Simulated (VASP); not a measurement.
Crystal: As.

```
As
1.0
     1.84240    1.06371    3.44233
    -1.84240    1.06371    3.44233
     0.00000   -2.12742    3.44233
As
2
Direct
  0.22600 0.22600 0.22600
  0.77400 0.77400 0.77400
```

Base run:

```yaml
Program: VASP 6.6.1
Functional: PBE
Potentials_or_basis: VASP PAW PBE potentials, release 64 (As)
Cutoff: 520 eV
k_mesh: 9 × 9 × 9
Occupations: fermi-dirac, width 0.05 eV
Spin: no spin polarisation
```

Its results: band gap on the k mesh zero (band 5 reaches 6.30 eV, above the bottom of band 6 at 6.14 eV); pressure 10.0 GPa; largest force 0.965 eV/Å.

Question: The run is repeated on the same cell with these changes: functional from PBE to PBE0; k mesh from 9 × 9 × 9 to 4 × 4 × 4. What comes out?

Answer: Band gap on the k mesh 0.87 eV, indirect (least direct gap 1.11 eV); pressure 6.5 GPa; largest force 0.247 eV/Å.

Several settings changed at once, so the effect can't be laid on one alone.

Caveats: some runs use coarse meshes; the PAW data sets were made with another functional, which shifts forces and pressure a little (some runs).

A k mesh can miss the band edges.
